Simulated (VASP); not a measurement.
Wanted: the native input for a VASP 6.6.1 run.

```yaml
Task: single point
Functional: PBE
Potentials_or_basis: VASP PAW PBE potentials, release 64 (Ca_sv)
Cutoff: 520 eV
k_mesh: 10 × 10 × 10
Occupations: methfessel-paxton, width 0.6 eV
Spin: no spin polarisation
Dipole_correction: no
Further_INCAR_settings: ALGO = Normal; EDIFF = 1e-06; NBANDS = 11
```

The structure of Ca lies in POSCAR:

```
Ca
1.0
    0.0000000000      2.7627089163      2.7627089163
    2.7627089163      0.0000000000      2.7627089163
    2.7627089163      2.7627089163      0.0000000000
Ca
1
Direct
    0.0000000000      0.0000000000      0.0000000000
```

These files were run (other wordings do the same):

INCAR

```
ALGO     = Normal         # electronic algorithm
EDIFF    = 1E-6           # SCF threshold, eV
ENCUT    = 520            # plane-wave cutoff, eV
GGA      = PE             # functional
ISIF     = 2              # what is computed and relaxed
ISMEAR   = 1              # smearing method
LASPH    = True           # aspherical terms in the spheres
LCHARG   = False          # write CHGCAR
LREAL    = False          # projectors in reciprocal space
LWAVE    = False          # write WAVECAR
NBANDS   = 11             # bands
NELM     = 60             # most SCF steps
PREC     = Accurate       # precision mode
SIGMA    = 0.6            # smearing width, eV
```

KPOINTS

```
k-points
0
Gamma
  10 10 10
```

Potentials or basis: VASP PAW PBE potentials, release 64 (Ca_sv).

Run with:

```sh
$ cat potpaw_PBE.64/Ca_sv/POTCAR > POTCAR
$ mpirun -np 1 vasp_std > vasp.out
```

It gave:

```yaml
Pressure: 0.0 GPa
Band_gap_on_the_k_mesh: zero (bands 5 and 6 overlap by 0.27 eV)
```

Caveat: so wide a smearing shifts energies and pressures.

Wall time 28 s on 1 thread of Intel Xeon 8259CL (shared host), peak memory 0.17 GiB.
